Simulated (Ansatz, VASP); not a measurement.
## MnS: VASP beside Ansatz

POSCAR

```
MnS
1.0
    0.0000000000      2.6122498900      2.6122498900
    2.6122498900      0.0000000000      2.6122498900
    2.6122498900      2.6122498900      0.0000000000
Mn S
1 1
Direct
    0.0000000000      0.0000000000      0.0000000000
    0.5000000000      0.5000000000      0.5000000000
```

Contents of INCAR.step1:

```
SYSTEM = MnS
  ALGO = Normal
  EDIFF = 1E-4
  ENCUT = 520
  GGA = PE
  ISMEAR = 0
  ISPIN = 2
  LASPH = .TRUE.
  LCHARG = .FALSE.
  LMAXMIX = 4
  LREAL = .FALSE.
  LWAVE = .TRUE.
  MAGMOM = 4.9 0.2
  NBANDS = 20
  NELM = 150
  PREC = Accurate
  SIGMA = 0.05
```

File INCAR.step2:

```
SYSTEM = MnS
  ALGO = Normal
  EDIFF = 1E-7
  ENCUT = 520
  ISIF = 2
  ISMEAR = 0
  ISPIN = 2
  ISTART = 1
  LASPH = .TRUE.
  LCHARG = .FALSE.
  LMAXMIX = 4
  LMIXTAU = .TRUE.
  LORBIT = 11
  LREAL = .FALSE.
  LWAVE = .FALSE.
  MAGMOM = 4.9 0.2
  METAGGA = R2SCAN
  NBANDS = 20
  NELM = 150
  PREC = Accurate
  SIGMA = 0.05
```

File KPOINTS:

```
k-points
0
G
  6 6 6
  0 0 0
```

Input for Ansatz:

```yaml
crystal:
  lattice:
    - [0.0, 2.61224989, 2.61224989]
    - [2.61224989, 0.0, 2.61224989]
    - [2.61224989, 2.61224989, 0.0]
  atoms:
    - { symbol: Mn, position: [0.0, 0.0, 0.0], spin: 3.0 }
    - { symbol: S, position: [0.5, 0.5, 0.5] }
basis:
  ecutwfc: 500
  ecutrho_ratio: 4
kpoints:
  mp_grid: { grid: [6, 6, 6] }
hamiltonian:
  xc: r2scan
  hubbard:
    sites:
      - { site: 0, l: d, u_eff: 0.0, starting_ns: [{ spin: up, occupation_matrix: s0up }, { spin: down, occupation_matrix: s0down }] }
    occupation_matrices:
      s0up:
        matrix:
          - [0.97, 0.0, 0.0, 0.0, 0.0]
          - [0.0, 0.97, 0.0, 0.0, 0.0]
          - [0.0, 0.0, 0.97, 0.0, 0.0]
          - [0.0, 0.0, 0.0, 0.02, 0.0]
          - [0.0, 0.0, 0.0, 0.0, 0.97]
      s0down:
        matrix:
          - [0.02, 0.0, 0.0, 0.0, 0.0]
          - [0.0, 0.97, 0.0, 0.0, 0.0]
          - [0.0, 0.0, 0.02, 0.0, 0.0]
          - [0.0, 0.0, 0.0, 0.02, 0.0]
          - [0.0, 0.0, 0.0, 0.0, 0.02]
    ns_hold: { iters: 12 }
scf:
  occupations: { method: gaussian, width: 0.05 }
  lower_state_search: "off"
  max_iter: 150
output:
  forces: true
  stress: true
  eigenvalues: true
  populations: true
  hubbard: { sites: [{ site: 0, l: d }] }
magnetization:
  spin_polarized: true
```

Alike in both runs: task single point; functional r2SCAN; k mesh 6 × 6 × 6; occupations gaussian, width 0.05 eV; collinear spin.

|  | VASP | Ansatz |
| --- | --- | --- |
| version | VASP 6.6.1 | Ansatz 0.2.0 |
| potentials or method | VASP PAW PBE potentials, release 64 (Mn_pv, S), cutoff 520 eV | scalar-relativistic, plane waves, PAW |
| valence electrons in the cell | 19 | 21 |

Ansatz gave:

- gap on the k mesh at the Fermi level (eV): none
- pressure (GPa): -0.4
- net moment per atom (μB): 2.49
- size of the moment on the site where the two differ most (μB): 0.18

Task: Estimate VASP's values.

Result: gap on the k mesh at the Fermi level (eV): none; pressure (GPa): -0.4; net moment per atom (μB): 2.49; size of the moment on the site where the two differ most (μB): 0.14.

VASP's potentials were made for PBE, not for r2SCAN. Site moments also hang on the region over which each program counts them. A gap of «none» marks a metal or a gap that the smearing closes. VASP's potentials hold 19 valence electrons a cell and Ansatz's 21, so a difference there can come from the potentials and not from the codes. Ansatz's warnings: specified occupation not kept, stability check not made, symmetry narrowed by occupation matrices.
